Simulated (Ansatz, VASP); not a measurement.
One calculation of LuHg, two programs

```
Lu Hg
1.0
     3.60700    0.00000    0.00000
     0.00000    3.60700    0.00000
     0.00000    0.00000    3.60700
Lu Hg
1 1
Direct
  0.50000 0.50000 0.50000
  0.00000 0.00000 0.00000
```

Alike in both runs: task single point; functional LDA; k mesh 10 × 10 × 10; occupations fermi-dirac, width 0.05 eV; no spin polarisation.

|  | VASP | Ansatz |
| --- | --- | --- |
| version | VASP 6.6.1 | Ansatz 0.2.0 |
| potentials or method | VASP PAW PBE potentials, release 64 (Lu, Hg), cutoff 520 eV | all-electron LAPW, scalar-relativistic |

|  | VASP | Ansatz | Ansatz less VASP |
| --- | --- | --- | --- |
| pressure (GPa) | -3.6 | -4.2 | -0.55 |

VASP's potentials were made for PBE, not for LDA. LDA's correlation is that of Perdew and Zunger in VASP and of Perdew and Wang (1992) in Ansatz. Ansatz ran all-electron here, and VASP with PAW potentials.

Neither program's run includes spin-orbit coupling.
